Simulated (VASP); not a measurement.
**WC: single point with PBE**

The system is WC.

```
W C
1.0
     2.90650    0.00000    0.00000
    -1.45325    2.51710    0.00000
     0.00000    0.00000    2.83660
W C
1 1
Direct
  0.00000 0.00000 0.00000
  0.66667 0.33333 0.50000
```

```yaml
Program: VASP 6.6.1
Task: single point
Functional: PBE
Potentials_or_basis: VASP PAW PBE potentials, release 64 (W_sv, C)
Cutoff: 600 eV
k_mesh: 11 × 11 × 10
Occupations: methfessel-paxton, width 0.3 eV
Spin: no spin polarisation
Dipole_correction: no
Further_INCAR_settings: ALGO = Normal; EDIFF = 1e-06; NBANDS = 16
```

| Quantity | Value |
| --- | --- |
| Pressure | 6.6 GPa |
| Band gap on the k mesh | zero (bands 9 and 10 overlap by 1.23 eV) |

Stress tensor (GPa, compression positive):
```
6.72 0.00 0.00
0.00 6.72 0.00
0.00 0.00 6.46
```

Levels at points of the mesh, in eV from the Fermi level:
```
           k point  band 6  band 7  band 8  band 9  band 10  band 11  band 12  band 13
(0.00, 0.00, 0.00)   -4.35   -3.37   -3.37    0.05     3.19     3.19     5.59     5.59
(0.00, 0.00, 0.50)   -8.69   -2.05   -2.05   -0.62    -0.62     3.63     4.49     4.49
```

Run time: 9.5 s on 1 thread of Intel(R) Xeon(R) 6975P-C (Granite Rapids), with other jobs on the host, peak memory 0.16 GiB.

Caveat: the cell stands under pressure; so wide a smearing shifts energies and pressures; spin-orbit coupling is left out, which moves the levels of the heavy elements.
